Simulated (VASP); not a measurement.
A run of VASP 6.6.1 is set up as follows.

INCAR

```
SYSTEM = Li
ALGO     = Normal         ! electronic algorithm
EDIFF    = 1E-6           ! SCF threshold, eV
ENCUT    = 520            ! plane-wave cutoff, eV
GGA      = PS             ! functional
ISIF     = 2              ! what is computed and relaxed
ISMEAR   = -1             ! smearing method
LASPH    = .TRUE.         ! aspherical terms in the spheres
LCHARG   = .FALSE.        ! write CHGCAR
LREAL    = Auto         
LWAVE    = .FALSE.        ! write WAVECAR
NBANDS   = 40             ! bands
NELM     = 60             ! most SCF steps
PREC     = Accurate       ! precision mode
SIGMA    = 0.15           ! smearing width, eV
```

KPOINTS

```
k-points
0
G
  3 3 3
  0 0 0
```

File POSCAR:

```
Li
1.0
    6.9800000000      0.0000000000      0.0000000000
    0.0000000000      6.9800000000      0.0000000000
    0.0000000000      0.0000000000      6.9800000000
Li
17
Direct
   -0.0054319484     -0.0130376791     -0.0002819484
    0.4856299427     -0.0181729226      0.0039598854
    0.0053825215      0.5114647564     -0.0121802292
    0.0524277937     -0.0614395415      0.6012863897
    0.2376507163      0.2422282235      0.2486250716
    0.4533839542      0.5333808023      0.0148369628
    0.4873744986     -0.0027787966      0.4936656160
    0.6956497135      0.3075525788      0.1488239255
   -0.0073462751      0.4886267908      0.5021818052
    0.2241363897      0.7558992837      0.2700584527
    0.2577194842      0.2525431232      0.7599719198
    0.5054772206      0.4734020057      0.4799783668
    0.7474184814      0.7382610315      0.2575616046
    0.7360319484      0.2451871060      0.7516434097
    0.2870322350      0.7056393983      0.7363048711
    0.7294322350      0.7337346705      0.7495912607
    0.8608244986      0.1124734957      0.3767974212
```

Potentials or basis: VASP PAW PBE potentials, release 64 (Li_sv).

The run is started by

```bash
$ cat potpaw_PBE.64/Li_sv/POTCAR > POTCAR
$ mpirun -np 1 vasp_std > vasp.out
```

Problem. Estimate the band gap on the k mesh.

Solution. Zero (an odd number of electrons rules out a gap without spin polarisation).

Problem. What does it give for the largest force?

Solution. 0.015 eV/Å.

Forces in eV/Å, atoms in the order of the input:
```
Li   0.005 -0.002 -0.004
Li   0.004  0.003 -0.006
Li  -0.006 -0.003 -0.003
Li   0.013 -0.005  0.004
Li  -0.009 -0.001  0.009
Li   0.000  0.003 -0.001
Li   0.008  0.002 -0.002
Li  -0.013  0.003 -0.002
Li  -0.001 -0.003 -0.008
Li  -0.001  0.002  0.003
Li  -0.004  0.001  0.002
Li   0.002 -0.002 -0.001
Li  -0.003  0.003  0.001
Li   0.001  0.001  0.000
Li   0.002 -0.003  0.010
Li  -0.001  0.005  0.001
Li   0.003 -0.003 -0.002
```

Caveat: the PAW data sets were made with another functional, which shifts forces and pressure a little.
